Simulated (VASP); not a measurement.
In, 1 atom in the cell. It takes space group Im-3m (No. 229, cubic). The conventional cell has a = 3.614 Å, b = 3.614 Å, c = 3.614 Å, α = 90.00°, β = 90.00°, γ = 90.00°. Within 4.1 Å of In (site symmetry m-3m) lie 14 In at 3.13 to 3.61 Å.  This cell differs from its parent crystal: strain -0.040 along x and y, -0.040 along z.

| Property | Result |
| --- | --- |
| Program | VASP 6.6.1 |
| Task | single point |
| Functional | PBE |
| Potentials or basis | VASP PAW PBE potentials, release 64 (In_d) |
| Cutoff | 520 eV |
| k mesh | 18 × 18 × 18 |
| Occupations | gaussian, width 0.15 eV |
| Spin | no spin polarisation |
| Dipole correction | no |
| Further INCAR settings | ALGO = Fast; EDIFF = 1e-06; NBANDS = 12 |

Potentials or basis: VASP PAW PBE potentials, release 64 (In_d).

The run is started by

```bash
$ cat potpaw_PBE.64/In_d/POTCAR > POTCAR
$ mpirun -np 1 vasp_std > vasp.out
```

Hardware: 1 thread of Intel(R) Xeon(R) 6975P-C (Granite Rapids) (shared host).

Estimate the wall time of this run.

Run time: 16 s on 1 thread of Intel(R) Xeon(R) 6975P-C (Granite Rapids) (shared host), peak memory 0.17 GiB. Counts: scf iterations 14, k points 195.
